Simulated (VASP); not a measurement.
A run of VASP 6.6.1 is set up as follows.

File INCAR:

```
SYSTEM = Sb
  PREC = Accurate
  ENCUT = 600
  EDIFF = 1E-6
  ISMEAR = -1
  SIGMA = 0.05
  LREAL = .FALSE.
  LASPH = .TRUE.
  NELM = 60
  ALGO = Normal
  ISIF = 3
  LWAVE = .FALSE.
  LCHARG = .FALSE.
  GGA = CA
  IBRION = 2
  NSW = 60
  EDIFFG = -0.01
```

File KPOINTS:

```
Automatic mesh
0
G
  10 10 10
  0 0 0
```

Contents of POSCAR:

```
Sb
1.0
   -1.8713408863      1.8713408863      1.8713408863
    1.8713408863     -1.8713408863      1.8713408863
    1.8713408863      1.8713408863     -1.8713408863
Sb
1
Direct
    0.0000000000      0.0000000000      0.0000000000
```

Potentials or basis: VASP PAW LDA potentials, release 64 (Sb).

The run is started by

```bash
$ cat potpaw_LDA.64/Sb/POTCAR > POTCAR
$ mpirun -np 1 vasp_std > vasp.out
```

(1) Predict the relaxed volume.

(2) Estimate the space group after relaxing (to 0.05 Å).

Answers

(1) 25.79 Å³/atom.

(2) Im-3m (No. 229).
